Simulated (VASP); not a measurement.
# BeS (F-43m) in VASP: a series of runs, part 2 of 2

VASP 6.6.1.

### 3 Single point, PBEsol

This run uses another cell than the first one, of 14.16 Å³/atom, 0.997 times its volume.

INCAR

```
SYSTEM = BeS
ALGO = Normal ; EDIFF = 1E-6
ENCUT = 600 ; GGA = PS
GGA_COMPAT = .FALSE. ; ISIF = 2
ISMEAR = 0 ; LASPH = .TRUE.
LCHARG = .TRUE. ; LELF = .TRUE.
LREAL = .FALSE. ; LVHAR = .TRUE.
LWAVE = .FALSE. ; NBANDS = 11
NELM = 120 ; PREC = Accurate
SIGMA = 0.05
```

KPOINTS

```
k-points
0
G
  8 8 8
  0 0 0
```

POSCAR

```
BeS
1.0
    0.0000000000      2.4190305071      2.4190305071
    2.4190305071      0.0000000000      2.4190305071
    2.4190305071      2.4190305071      0.0000000000
Be S
1 1
Direct
    0.0000000000      0.0000000000      0.0000000000
    0.7500000000      0.7500000000      0.7500000000
```

Potentials or basis: VASP PAW PBE potentials, release 64 (Be, S).

Run with:

```sh
cat potpaw_PBE.64/Be/POTCAR potpaw_PBE.64/S/POTCAR > POTCAR
mpirun -np 1 vasp_std > vasp.out
```

OUTCAR:

```text
SYSTEM = BeS
   EDIFF = 1E-6
   ENCUT = 600
   GGA = PS
   ISIF = 2
   ISMEAR = 0
   LASPH = .TRUE.
   LREAL = .FALSE.
   NELM = 120
   PREC = Accurate

 ion  position               nearest neighbor table
   1  0.000  0.000  0.000-   2 2.09   2 2.09   2 2.09   2 2.09
   2  0.750  0.750  0.750-   1 2.09   1 2.09   1 2.09   1 2.09

  LATTYP: Found a face centered cubic cell.
 ALAT       =     4.8380610142

  Lattice vectors:

 A1 = (   0.0000000000,   2.4190305071,   2.4190305071)
 A2 = (   2.4190305071,   0.0000000000,   2.4190305071)
 A3 = (   2.4190305071,   2.4190305071,   0.0000000000)

Analysis of symmetry for initial positions (statically):
=====================================================================
 Subroutine PRICEL returns:
 Original cell was already a primitive cell.

 Routine SETGRP: Setting up the symmetry group for a
 face centered cubic supercell.

 Subroutine GETGRP returns: Found 24 space group operations
 (whereof 24 operations were pure point group operations)
 out of a pool of 48 trial point group operations.

The static configuration has the point symmetry T_d .

Analysis of symmetry for dynamics (positions and initial velocities):
=====================================================================
 Subroutine PRICEL returns:
 Original cell was already a primitive cell.

 Routine SETGRP: Setting up the symmetry group for a
 face centered cubic supercell.

 Subroutine GETGRP returns: Found 24 space group operations
 (whereof 24 operations were pure point group operations)
 out of a pool of 48 trial point group operations.

The dynamic configuration has the point symmetry T_d .

 Subroutine INISYM returns: Found 24 space group operations
 (whereof 24 operations are pure point group operations),
 and found     1 'primitive' translations

----------------------------------------------------------------------------------------

                                     Primitive cell

  volume of cell :      28.3109

[... 115 lines left out ...]
   AEXX    =    0.0000 exact exchange contribution
   IVDW    =     0    specifies the selected vdW correction
   LEPSILON=     F    determine dielectric tensor
   LRPA    =     F    only Hartree local field effects (RPA)
 non-spin polarized calculation
 Gauss-broadening in eV      SIGMA  =   0.05
  energy-cutoff  :      600.00
  volume of cell :       28.31
 maximum number of plane-waves:       960
   NGX = 13   NGY = 13   NGZ = 13

 number of electron       8.0000000 magnetization

 Free energy of the ion-electron system (eV)
  ---------------------------------------------------
  ext. energy  EPLUGINS =         0.00000000
  ---------------------------------------------------
  free energy    TOTEN  =       -10.56435228 eV

  energy without entropy =      -10.56435228  energy(sigma->0) =      -10.56435228

 E-fermi :   4.4627     XC(G=0):  -9.9313

 val. band max:        4.2210552821   @ k =   0.0000   0.0000   0.0000
 cond. band min:       7.1324164669   @ k =   0.5000   0.5000   0.0000
 fundamental gap:      2.9113611848
 Fermi energy:         4.4627005405

 k-point     1 :       0.0000    0.0000    0.0000
  band No.  band energies     occupation
      1      -9.5467      2.00000
      2       4.2211      2.00000
      3       4.2211      2.00000
      4       4.2211      2.00000
      5       9.8275      0.00000
      6       9.8275      0.00000
      7       9.8275      0.00000
      8       9.9895      0.00000
      9      17.0303      0.00000
     10      17.0303      0.00000
     11      18.9544      0.00000
[... 309 lines left out ...]
 k-point    24 :      -0.3750    0.2500    0.1250
  band No.  band energies     occupation
      1      -7.6084      2.00000
      2      -1.1463      2.00000
      3       1.3874      2.00000
      4       2.3369      2.00000
      5      10.1865      0.00000
      6      10.7411      0.00000
      7      13.3404      0.00000
      8      14.6758      0.00000
      9      15.6064      0.00000
     10      19.5671      0.00000
     11      20.1387      0.00000

 [... further k-points ...]

------------------------ aborting loop because EDIFF is reached ----------------------------------------

  FORCE on cell =-STRESS in cart. coord.  units (eV):
  Direction    XX          YY          ZZ          XY          YZ          ZX
  --------------------------------------------------------------------------------------
  -------------------------------------------------------------------------------------
  Total        0.0329363      0.0329363      0.0329363     -0.0000000      0.0000000     -0.0000000
  in kB        1.8639357      1.8639357      1.8639357     -0.0000000      0.0000000     -0.0000000
  external PRESSURE =       1.8639357 kB  Pullay stress =       0.0000000 kB

 VOLUME and BASIS-vectors are now :
 -----------------------------------------------------------------------------
  energy-cutoff  :      600.00
  volume of cell :       28.31
      direct lattice vectors                 reciprocal lattice vectors
     0.000000000  2.419030507  2.419030507    -0.206694376  0.206694376  0.206694376
     2.419030507  0.000000000  2.419030507     0.206694376 -0.206694376  0.206694376
     2.419030507  2.419030507  0.000000000     0.206694376  0.206694376 -0.206694376

 POSITION                                       TOTAL-FORCE (eV/Angst)
 -----------------------------------------------------------------------------------
      0.00000      0.00000      0.00000        -0.000000     -0.000000     -0.000000
      3.62855      3.62855      3.62855         0.000000      0.000000      0.000000
 -----------------------------------------------------------------------------------
    total drift:                                0.000000      0.000000     -0.000000

  FREE ENERGIE OF THE ION-ELECTRON SYSTEM (eV)
  ---------------------------------------------------
  free  energy   TOTEN  =       -10.5643522806 eV

  energy  without entropy=      -10.5643522806  energy(sigma->0) =      -10.56435228
```

It took 20 s on 1 thread of Intel Xeon 8259CL, shared host; peak memory 0.15 GiB.

Results:

| Item | Value |
| --- | --- |
| Free energy | -10.5644 eV |
| Pressure | 0.2 GPa |
| Band gap on the k mesh | 2.91 eV, indirect (least direct gap 5.61 eV) |

Levels at points of the mesh, in eV from the valence-band top:
```
           k point  band 1  band 2  band 3  band 4  band 5  band 6  band 7  band 8
(0.00, 0.00, 0.00)  -13.77    0.00    0.00    0.00    5.61    5.61    5.61    5.77
(0.50, 0.00, 0.00)  -12.11   -5.91   -1.05   -1.05    5.40    6.48    6.48   11.01
(0.50, 0.50, 0.00)  -11.56   -5.11   -2.70   -2.70    2.91    4.80   12.81   12.81
```

Caveat: the PAW data sets were made with another functional, which shifts forces and pressure a little. As with any semilocal functional, this PBEsol gap is likely too small.
